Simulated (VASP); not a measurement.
# Rb2PdO2 (I4/mmm) in VASP: settings compared, part 2 of 3

VASP 6.6.1. The steps go on from the part before.

**3. Single point, PBE**

Contents of INCAR:

```
ALGO = Normal ; EDIFF = 1E-6
ENCUT = 520 ; GGA = PE
ISIF = 2 ; ISMEAR = -1
LASPH = T ; LCHARG = F
LREAL = F ; LWAVE = F
NBANDS = 28 ; NELM = 80
PREC = Accurate ; SIGMA = 0.1
```

Contents of KPOINTS:

```
k-points
0
Gamma
  5 5 5
```

Contents of POSCAR:

```
Rb2PdO2
1.0
    0.0000000000      4.2512029000      0.0000001575
    4.2512029000      0.0000000000      0.0000001575
    2.1256017042      2.1256017042     -6.8615889181
Rb O Pd
2 2 1
Direct
    0.3492176396      0.3492176396      0.3015647209
    0.6507823604      0.6507823604      0.6984352791
    0.1362744794      0.1362744794      0.7274510412
    0.8637255206      0.8637255206      0.2725489588
    0.0000000000      0.0000000000      0.0000000000
```

Potentials or basis: VASP PAW PBE potentials, release 64 (Rb_sv, O, Pd).

On the command line:

```sh
$ cat potpaw_PBE.64/Rb_sv/POTCAR potpaw_PBE.64/O/POTCAR potpaw_PBE.64/Pd/POTCAR > POTCAR
$ mpirun -np 1 vasp_std > vasp.out
```

OUTCAR:

```text
EDIFF = 1E-6
   ENCUT = 520
   GGA = PE
   ISIF = 2
   ISMEAR = -1
   LASPH = T
   LREAL = F
   NELM = 80
   PREC = Accurate

 ion  position               nearest neighbor table
   1  0.349  0.349  0.302-   3 2.92   4 3.01   4 3.01   4 3.01   4 3.01   5 3.65   5 3.65   5 3.65
                             5 3.65   2 4.06   2 4.06   2 4.06   2 4.06   2 4.14
   2  0.651  0.651  0.698-   4 2.92   3 3.01   3 3.01   3 3.01   3 3.01   5 3.65   5 3.65   5 3.65
                             5 3.65   1 4.06   1 4.06   1 4.06   1 4.06   1 4.14
   3  0.136  0.136  0.727-   5 1.87   1 2.92   2 3.01   2 3.01   2 3.01   2 3.01
   4  0.864  0.864  0.273-   5 1.87   2 2.92   1 3.01   1 3.01   1 3.01   1 3.01
   5  0.000  0.000  0.000-   3 1.87   4 1.87   2 3.65   1 3.65   2 3.65   1 3.65   1 3.65   2 3.65
                             2 3.65   1 3.65

  LATTYP: Found a body centered tetragonal cell.
 ALAT       =     4.2512029000
 C/A-ratio  =     3.2280694368

  Lattice vectors:

 A1 = (  -2.1256017042,   2.1256011958,   6.8615890756)
 A2 = (   2.1256011958,  -2.1256017042,   6.8615890756)
 A3 = (   2.1256017042,   2.1256017042,  -6.8615889181)

Analysis of symmetry for initial positions (statically):
=====================================================================
 Subroutine PRICEL returns:
 Original cell was already a primitive cell.

 Routine SETGRP: Setting up the symmetry group for a
 body centered tetragonal supercell.

 Subroutine GETGRP returns: Found 16 space group operations
 (whereof 16 operations were pure point group operations)
 out of a pool of 16 trial point group operations.

The static configuration has the point symmetry D_4h.

Analysis of symmetry for dynamics (positions and initial velocities):
=====================================================================
[... 125 lines left out ...]
   EFERMI_NEDOS =   21; number of points for ismear=-14 and -15
   IALGO  =     38    algorithm
   IMIX   =      4    mixing-type and parameters
     AMIX     =   0.40;   BMIX     =  1.00
     AMIX_MAG =   1.60;   BMIX_MAG =  1.00
  volume/ion in A,a.u.               =      24.80       167.37
  Fermi-wavevector in a.u.,A,eV,Ry     =   1.122739  2.121669 17.150719  1.260542
  Thomas-Fermi vector in A             =   2.259401
   LORBIT       =      0    0 simple, 1 ext, 2 COOP (PROOUT), +10 PAW based schemes
   GGA     = PE    functional components
   LHFCALC =     F    Hartree Fock is set to
   AEXX    =    0.0000 exact exchange contribution
   IVDW    =     0    specifies the selected vdW correction
   LEPSILON=     F    determine dielectric tensor
   LRPA    =     F    only Hartree local field effects (RPA)
 non-spin polarized calculation
  energy-cutoff  :      520.00
  volume of cell :      124.01
 maximum number of plane-waves:      3351
   NGX = 15   NGY = 15   NGZ = 27

 number of electron      40.0000003 magnetization

 Free energy of the ion-electron system (eV)
  ---------------------------------------------------
  ext. energy  EPLUGINS =         0.00000000
  ---------------------------------------------------
  free energy    TOTEN  =       -21.28400206 eV

  energy without entropy =      -21.00854013  energy(sigma->0) =      -21.14627110

 E-fermi :   0.9704     XC(G=0):  -8.3632

 val. band max:        0.9639492349   @ k =   0.2000  -0.0000   0.0000
 cond. band min:       0.9719880834   @ k =  -0.4000   0.2000  -0.0000
 fundamental gap:      0.0080388485
 Fermi energy:         0.9704061234

 k-point     1 :       0.0000    0.0000    0.0000
  band No.  band energies     occupation
      1     -25.1405      2.00000
      2     -25.0789      2.00000
      3     -16.2714      2.00000
      4     -15.7411      2.00000
      5      -9.5885      2.00000
      6      -9.2155      2.00000
[... 547 lines left out ...]
     27       7.6987      0.00000
     28       7.9875      0.00000

------------------------ aborting loop because EDIFF is reached ----------------------------------------

  FORCE on cell =-STRESS in cart. coord.  units (eV):
  Direction    XX          YY          ZZ          XY          YZ          ZX
  --------------------------------------------------------------------------------------
  -------------------------------------------------------------------------------------
  Total        0.0013979      0.0013979     -0.0552435     -0.0000000      0.0000000      0.0000000
  in kB        0.0180608      0.0180608     -0.7137457     -0.0000000      0.0000000      0.0000000
  external PRESSURE =      -0.2258747 kB  Pullay stress =       0.0000000 kB

 VOLUME and BASIS-vectors are now :
 -----------------------------------------------------------------------------
  energy-cutoff  :      520.00
  volume of cell :      124.01
      direct lattice vectors                 reciprocal lattice vectors
     0.000000000  4.251202900  0.000000158    -0.000000003  0.235227537  0.072869426
     4.251202900  0.000000000  0.000000158     0.235227537 -0.000000003  0.072869426
     2.125601704  2.125601704 -6.861588918     0.000000005  0.000000005 -0.145738835

 POSITION                                       TOTAL-FORCE (eV/Angst)
 -----------------------------------------------------------------------------------
      2.12560      2.12560     -2.06921        -0.000000     -0.000000      0.001598
      4.25120      4.25120     -4.79238         0.000000      0.000000     -0.001598
      2.12560      2.12560     -4.99147         0.000000      0.000000     -0.017506
      4.25120      4.25120     -1.87012        -0.000000     -0.000000      0.017506
      0.00000      0.00000      0.00000         0.000000      0.000000      0.000000
 -----------------------------------------------------------------------------------
    total drift:                                0.000000      0.000000      0.000000

  FREE ENERGIE OF THE ION-ELECTRON SYSTEM (eV)
  ---------------------------------------------------
  free  energy   TOTEN  =       -21.2840020628 eV

  energy  without entropy=      -21.0085401340  energy(sigma->0) =      -21.14627110
```

OSZICAR:

```text
N       E                     dE             d eps       ncg     rms          rms(c)
DAV:   1     0.263294852682E+03    0.26329E+03   -0.19120E+04  1008   0.127E+03
DAV:   2    -0.461534436650E+01   -0.26791E+03   -0.25910E+03  1248   0.282E+02
DAV:   3    -0.263648829835E+02   -0.21750E+02   -0.21564E+02  1472   0.806E+01
DAV:   4    -0.269928475696E+02   -0.62796E+00   -0.62730E+00  1468   0.111E+01
DAV:   5    -0.270105845917E+02   -0.17737E-01   -0.17736E-01  1340   0.155E+00    0.211E+01
DAV:   6    -0.239522717427E+02    0.30583E+01   -0.37276E+01  1112   0.393E+01    0.157E+01
DAV:   7    -0.213039703487E+02    0.26483E+01   -0.10082E+01  1104   0.221E+01    0.648E+00
DAV:   8    -0.213110956197E+02   -0.71253E-02   -0.15017E+00  1076   0.665E+00    0.362E+00
DAV:   9    -0.212824196463E+02    0.28676E-01   -0.10424E-01  1228   0.168E+00    0.525E-01
DAV:  10    -0.212824946864E+02   -0.75040E-04   -0.19380E-02  1324   0.624E-01    0.250E-01
DAV:  11    -0.212838397558E+02   -0.13451E-02   -0.33239E-03  1148   0.321E-01    0.553E-02
DAV:  12    -0.212839297879E+02   -0.90032E-04   -0.14125E-04  1384   0.665E-02    0.344E-02
DAV:  13    -0.212839973591E+02   -0.67571E-04   -0.73705E-05  1072   0.488E-02    0.594E-03
DAV:  14    -0.212840009269E+02   -0.35678E-05   -0.54011E-06  1320   0.137E-02    0.294E-03
DAV:  15    -0.212840019413E+02   -0.10144E-05   -0.13786E-06   892   0.745E-03    0.130E-03
DAV:  16    -0.212840020628E+02   -0.12159E-06   -0.20168E-07   936   0.342E-03
   1 F= -.21284002E+02 E0= -.21146271E+02  d E =-.275462E+00
```

stdout:

```text
POSCAR found type information on POSCAR RbO Pd
 POSCAR found :  3 types and       5 ions
 scaLAPACK will be used
 LDA part: xc-table for (Slater+PW92), standard interpolation
 POSCAR, INCAR and KPOINTS ok, starting setup
 FFT: planning ... GRIDC
 FFT: planning ... GRID_SOFT
 FFT: planning ... GRID
 WAVECAR not read
 entering main loop
```

Run time: 77 s. Hardware: 1 thread of Oxide Virtual Turin-like, shared host; peak memory 0.22 GiB.

What came out:

```yaml
Free_energy: -21.2840 eV
Pressure: 0.0 GPa
Largest_force: 0.018 eV/Å
Band_gap_on_the_k_mesh: zero (band 20 reaches 1.09 eV, above the bottom of band 21 at 0.96 eV)
```

Forces on the atoms (eV/Å):
```
Rb   0.000  0.000  0.002
Rb   0.000  0.000 -0.002
O    0.000  0.000 -0.018
O    0.000  0.000  0.018
Pd   0.000  0.000  0.000
```

**4. Single point, PBE+U**

Contents of INCAR:

```
SYSTEM = Rb2PdO2
  ALGO = Normal
  EDIFF = 1E-7
  ENCUT = 520
  GGA = PE
  ISIF = 2
  ISMEAR = -1
  LASPH = .True.
  LCHARG = .False.
  LDAU = .True.
  LDAUJ = 0 0 0
  LDAUL = -1 -1 2
  LDAUPRINT = 1
  LDAUTYPE = 2
  LDAUU = 0 0 1
  LMAXMIX = 4
  LREAL = .False.
  LWAVE = .False.
  NBANDS = 28
  NELM = 150
  PREC = Accurate
  SIGMA = 0.1
```

Contents of KPOINTS:

```
k-points
0
Gamma
  5 5 5
  0 0 0
```

Contents of POSCAR:

```
Rb2PdO2
1.0
    0.0000000000      4.2458073198      0.0000001573
    4.2458073198      0.0000000000      0.0000001573
    2.1229039145      2.1229039145     -6.8707429075
Rb O Pd
2 2 1
Direct
    0.3494773297      0.3494773297      0.3010453407
    0.6505226703      0.6505226703      0.6989546593
    0.1364623446      0.1364623446      0.7270753107
    0.8635376554      0.8635376554      0.2729246893
    0.0000000000      0.0000000000      0.0000000000
```

Potentials or basis: VASP PAW PBE potentials, release 64 (Rb_sv, O, Pd).

On the command line:

```sh
$ cat potpaw_PBE.64/Rb_sv/POTCAR potpaw_PBE.64/O/POTCAR potpaw_PBE.64/Pd/POTCAR > POTCAR
$ mpirun -np 1 vasp_std > vasp.out
```

OUTCAR:

```text
SYSTEM = Rb2PdO2
   EDIFF = 1E-7
   ENCUT = 520
   GGA = PE
   ISIF = 2
   ISMEAR = -1
   LASPH = .True.
   LREAL = .False.
   NELM = 150
   PREC = Accurate

 ion  position               nearest neighbor table
   1  0.349  0.349  0.301-   3 2.93   4 3.01   4 3.01   4 3.01   4 3.01   5 3.65   5 3.65   5 3.65
                             5 3.65   2 4.06   2 4.06   2 4.06   2 4.06   2 4.14
   2  0.651  0.651  0.699-   4 2.93   3 3.01   3 3.01   3 3.01   3 3.01   5 3.65   5 3.65   5 3.65
                             5 3.65   1 4.06   1 4.06   1 4.06   1 4.06   1 4.14
   3  0.136  0.136  0.727-   5 1.88   1 2.93   2 3.01   2 3.01   2 3.01   2 3.01
   4  0.864  0.864  0.273-   5 1.88   2 2.93   1 3.01   1 3.01   1 3.01   1 3.01
   5  0.000  0.000  0.000-   3 1.88   4 1.88   2 3.65   1 3.65   2 3.65   1 3.65   1 3.65   2 3.65
                             2 3.65   1 3.65

[... 791 lines left out ...]
  in kB       -0.3510858     -0.3510858     -9.4475952     -0.0000000      0.0000003      0.0000003
  external PRESSURE =      -3.3832556 kB  Pullay stress =       0.0000000 kB

 VOLUME and BASIS-vectors are now :
 -----------------------------------------------------------------------------
  energy-cutoff  :      520.00
  volume of cell :      123.86
      direct lattice vectors                 reciprocal lattice vectors
     0.000000000  4.245807320  0.000000157    -0.000000003  0.235526465  0.072772341
     4.245807320  0.000000000  0.000000157     0.235526465 -0.000000003  0.072772341
     2.122903915  2.122903915 -6.870742908     0.000000005  0.000000005 -0.145544665

 POSITION                                       TOTAL-FORCE (eV/Angst)
 -----------------------------------------------------------------------------------
      2.12290      2.12290     -2.06841         0.000000      0.000000     -0.011755
      4.24581      4.24581     -4.80234        -0.000000     -0.000000      0.011755
      2.12290      2.12290     -4.99555         0.000000      0.000000     -0.198392
      4.24581      4.24581     -1.87520        -0.000000     -0.000000      0.198392
      0.00000      0.00000      0.00000         0.000000      0.000000     -0.000000
 -----------------------------------------------------------------------------------
    total drift:                               -0.000000     -0.000000      0.000000

  FREE ENERGIE OF THE ION-ELECTRON SYSTEM (eV)
  ---------------------------------------------------
  free  energy   TOTEN  =       -20.6352846207 eV

  energy  without entropy=      -20.3579798858  energy(sigma->0) =      -20.49663225
```

Run time: 70 s. Hardware: 1 thread of Oxide Virtual Turin-like, shared host; peak memory 0.22 GiB.

What came out:

- Free energy: -20.6353 eV
- Pressure: -0.3 GPa
- Largest force: 0.198 eV/Å
- Band gap on the k mesh: zero (band 20 reaches 1.03 eV, above the bottom of band 21 at 0.90 eV)

Forces on the atoms (eV/Å):
```
Rb   0.000  0.000 -0.012
Rb   0.000  0.000  0.012
O    0.000  0.000 -0.198
O    0.000  0.000  0.198
Pd   0.000  0.000  0.000
```

Eigenvalues of the final occupation matrices:
| site | spin | trace | eigenvalues |
| --- | --- | --- | --- |
| site 5 d | 1 | 4.22 | 0.77 0.77 0.82 0.93 0.93 |
| site 5 d | 2 | 4.22 | 0.77 0.77 0.82 0.93 0.93 |

Caveat: U without spin polarisation on a metal has little footing.

**5. Relaxation of cell and atoms, PBE**

This run uses another cell than the first one, of 24.68 Å³/atom, 0.995 times its volume.

Contents of INCAR:

```
PREC = Accurate
ENCUT = 600
EDIFF = 1E-7
ISMEAR = -1
SIGMA = 0.1
LREAL = F
LASPH = T
NELM = 80
ALGO = Normal
ISIF = 3
LWAVE = F
LCHARG = F
GGA = PE
IBRION = 2
NSW = 60
EDIFFG = -0.01
```

Contents of KPOINTS:

```
regular mesh
0
Gamma
  5 5 5
```

Contents of POSCAR:

```
Rb2PdO2
1.0
    0.0000000000      4.2762690000      0.0000000000
    4.2762690000      0.0000000000      0.0000000000
    2.1381350000      2.1381350000     -6.7469800000
Rb O Pd
2 2 1
Direct
    0.3451000000      0.3451000000      0.3098000000
    0.6549000000      0.6549000000      0.6902000000
    0.1273000000      0.1273000000      0.7454000000
    0.8727000000      0.8727000000      0.2546000000
    0.0000000000      0.0000000000      0.0000000000
```

On the command line:

```sh
$ cat potpaw_PBE.64/Rb_sv/POTCAR potpaw_PBE.64/O/POTCAR potpaw_PBE.64/Pd/POTCAR > POTCAR
$ mpirun -np 1 vasp_std > vasp.out
```

Wall time 19 min (1 thread of Oxide Virtual Turin-like, shared host); peak memory 0.29 GiB.

The run converged. Its results:

* Free energy: -21.2865 eV
* Relaxed volume: 24.68 Å³/atom
* Relaxed cell: a = 4.241 Å, b = 4.241 Å, c = 7.488 Å, α = 73.55°, β = 73.55°, γ = 90.00°
* Space group after relaxing (to 0.05 Å): I4/mmm (No. 139)
* Energy gained by relaxing: 139.0 meV/atom
* Ionic steps: 15
* Pressure after relaxing: 0.1 GPa
* Largest force after relaxing: 0.007 eV/Å
* Band gap on the k mesh: zero (band 20 reaches 1.11 eV, above the bottom of band 21 at 0.98 eV)

Forces in eV/Å, atoms in the order of the input:
```
Rb   0.000  0.000 -0.007
Rb   0.000  0.000  0.007
O    0.000  0.000  0.002
O    0.000  0.000 -0.002
Pd   0.000  0.000  0.000
```

Step by step:
| step | energy change (eV) | largest force (eV/Å) | pressure (GPa) | volume (Å³) |
| --- | --- | --- | --- | --- |
| 1 | 0.0000 | 5.2362 | 7.25 | 123.38 |
| 2 | 1.1722 | 2.6407 | -6.29 | 143.26 |
| 3 | -0.6366 | 0.6578 | -2.08 | 129.48 |
| 4 | -0.6663 | 0.2184 | -1.30 | 128.59 |
| 5 | -0.6732 | 0.1685 | -0.64 | 127.90 |
| 6 | -0.6732 | 0.1372 | -0.72 | 127.99 |
| 7 | -0.6822 | 0.1175 | -0.48 | 126.36 |
| 8 | -0.6911 | 0.0736 | 0.11 | 122.89 |
| 9 | -0.6912 | 0.0700 | 0.16 | 122.61 |
| 10 | -0.6918 | 0.0707 | -0.06 | 122.85 |
| 11 | -0.6918 | 0.0612 | -0.04 | 122.83 |
| 12 | -0.6924 | 0.0555 | -0.03 | 122.89 |
| 13 | -0.6938 | 0.0377 | -0.01 | 123.06 |
| 14 | -0.6950 | 0.0044 | 0.06 | 123.40 |
| 15 | -0.6950 | 0.0068 | 0.06 | 123.42 |

Final structure:
```xyz
5
Lattice="0.0000 4.2413 0.0000 4.2413 0.0000 0.0000 2.1207 2.1207 -6.8610" Properties=species:S:1:pos:R:3 pbc="T T T"
Rb    2.1207    2.1207   -2.0674
Rb    4.2413    4.2413   -4.7936
O     2.1207    2.1207   -4.9920
O     4.2413    4.2413   -1.8690
Pd    0.0000    0.0000    0.0000
```

Levels at points of the mesh, in eV from the Fermi level:
```
           k point  band 18  band 19  band 20  band 21  band 22  band 23
(0.00, 0.00, 0.00)    -1.86    -1.33     0.09     0.09     2.89     4.82
```

**6. Single point, PBE**

Contents of INCAR:

```
ALGO     = Normal         # electronic algorithm
EDIFF    = 1E-7           # SCF threshold, eV
ENCUT    = 520            # plane-wave cutoff, eV
GGA      = PE             # functional
ISIF     = 2              # what is computed and relaxed
ISMEAR   = -1             # smearing method
LASPH    = True           # aspherical terms in the spheres
LCHARG   = False          # write CHGCAR
LREAL    = False          # projectors in reciprocal space
LWAVE    = False          # write WAVECAR
NBANDS   = 28             # bands
NELM     = 100            # most SCF steps
PREC     = Accurate       # precision mode
SIGMA    = 0.1            # smearing width, eV
```

Contents of KPOINTS:

```
k-points
0
Gamma
  8 8 8
```

Contents of POSCAR:

```
Rb2PdO2
1.0
    0.0000000000      4.2492206490      0.0000001574
    4.2492206490      0.0000000000      0.0000001574
    2.1246105789      2.1246105789     -6.8661122345
Rb O Pd
2 2 1
Direct
    0.3491606153      0.3491606153      0.3016787694
    0.6508393847      0.6508393847      0.6983212306
    0.1361843653      0.1361843653      0.7276312694
    0.8638156347      0.8638156347      0.2723687306
    0.0000000000      0.0000000000      0.0000000000
```

Potentials or basis: VASP PAW PBE potentials, release 64 (Rb_sv, O, Pd).

On the command line:

```sh
$ cat potpaw_PBE.64/Rb_sv/POTCAR potpaw_PBE.64/O/POTCAR potpaw_PBE.64/Pd/POTCAR > POTCAR
$ mpirun -np 1 vasp_std > vasp.out
```

OUTCAR:

```text
EDIFF = 1E-7
   ENCUT = 520
   GGA = PE
   ISIF = 2
   ISMEAR = -1
   LASPH = True
   LREAL = False
   NELM = 100
   PREC = Accurate

 ion  position               nearest neighbor table
   1  0.349  0.349  0.302-   3 2.92   4 3.01   4 3.01   4 3.01   4 3.01   5 3.65   5 3.65   5 3.65
                             5 3.65   2 4.06   2 4.06   2 4.06   2 4.06   2 4.14
   2  0.651  0.651  0.698-   4 2.92   3 3.01   3 3.01   3 3.01   3 3.01   5 3.65   5 3.65   5 3.65
[... 953 lines left out ...]
  -------------------------------------------------------------------------------------
  Total       -0.0090250     -0.0090250     -0.0467268     -0.0000000      0.0000000      0.0000000
  in kB       -0.1166347     -0.1166347     -0.6038746     -0.0000000      0.0000000      0.0000000
  external PRESSURE =      -0.2790480 kB  Pullay stress =       0.0000000 kB

 VOLUME and BASIS-vectors are now :
 -----------------------------------------------------------------------------
  energy-cutoff  :      520.00
  volume of cell :      123.97
      direct lattice vectors                 reciprocal lattice vectors
     0.000000000  4.249220649  0.000000157    -0.000000003  0.235337270  0.072821421
     4.249220649  0.000000000  0.000000157     0.235337270 -0.000000003  0.072821421
     2.124610579  2.124610579 -6.866112235     0.000000005  0.000000005 -0.145642824

 POSITION                                       TOTAL-FORCE (eV/Angst)
 -----------------------------------------------------------------------------------
      2.12461      2.12461     -2.07136        -0.000000     -0.000000      0.000551
      4.24922      4.24922     -4.79475         0.000000      0.000000     -0.000551
      2.12461      2.12461     -4.99600         0.000000      0.000000     -0.011866
      4.24922      4.24922     -1.87011        -0.000000     -0.000000      0.011866
      0.00000      0.00000      0.00000         0.000000      0.000000      0.000000
 -----------------------------------------------------------------------------------
    total drift:                                0.000000      0.000000     -0.000000

  FREE ENERGIE OF THE ION-ELECTRON SYSTEM (eV)
  ---------------------------------------------------
  free  energy   TOTEN  =       -21.2857724158 eV

  energy  without entropy=      -21.0124893870  energy(sigma->0) =      -21.14913090
```

Run time: 3 min. Hardware: 1 thread of Oxide Virtual Turin-like, shared host; peak memory 0.32 GiB.

What came out:

```yaml
Free_energy: -21.2858 eV
Pressure: 0.0 GPa
Largest_force: 0.012 eV/Å
Band_gap_on_the_k_mesh: zero (band 20 reaches 1.09 eV, above the bottom of band 21 at 0.95 eV)
```

Forces on the atoms (eV/Å):
```
Rb   0.000  0.000  0.001
Rb   0.000  0.000 -0.001
O    0.000  0.000 -0.012
O    0.000  0.000  0.012
Pd   0.000  0.000  0.000
```

(Part 2 of 3 ends here.)
